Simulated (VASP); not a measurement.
Input of a VASP 6.6.1 run:

File INCAR:

```
SYSTEM = BN
  PREC = Accurate
  ENCUT = 600
  EDIFF = 1E-7
  ISMEAR = -1
  SIGMA = 0.05
  LREAL = .FALSE.
  LASPH = .TRUE.
  NELM = 100
  ALGO = Normal
  ISIF = 3
  LWAVE = .FALSE.
  LCHARG = .FALSE.
  GGA = PE
  IBRION = 2
  NSW = 60
  EDIFFG = -0.005
  PSTRESS = 2700.0
```

File KPOINTS:

```
Automatic mesh
0
G
  13 13 8
  0 0 0
```

The input POSCAR:

```
BN
1.0
    2.2382097752      0.0000000000      0.0000000000
   -1.1191048876      1.9383465243      0.0000000000
    0.0000000000      0.0000000000      3.4692251516
B N
2 2
Direct
    0.0000000000      0.0000000000      0.0000000000
    0.0000000000      0.0000000000      0.5000000000
    0.3333333333      0.6666666667      0.2500000000
    0.6666666667      0.3333333333      0.7500000000
```

Potentials or basis: VASP PAW PBE potentials, release 64 (B, N).

Run with:

```bash
$ cat potpaw_PBE.64/B/POTCAR potpaw_PBE.64/N/POTCAR > POTCAR
$ mpirun -np 1 vasp_std > vasp.out
```

**Question.** Estimate the relaxed volume.

**Answer.** 3.78 Å³/atom.

**Question.** What does it give for the space group after relaxing (to 0.05 Å)?

**Answer.** P6_3/mmc (No. 194).

Stress tensor (GPa, compression positive):
```
270.15   0.00   0.00
  0.00 270.15   0.00
  0.00   0.00 269.91
```

Caveat: the cell is relaxed towards a set pressure, so the enthalpy falls and the energy may rise.
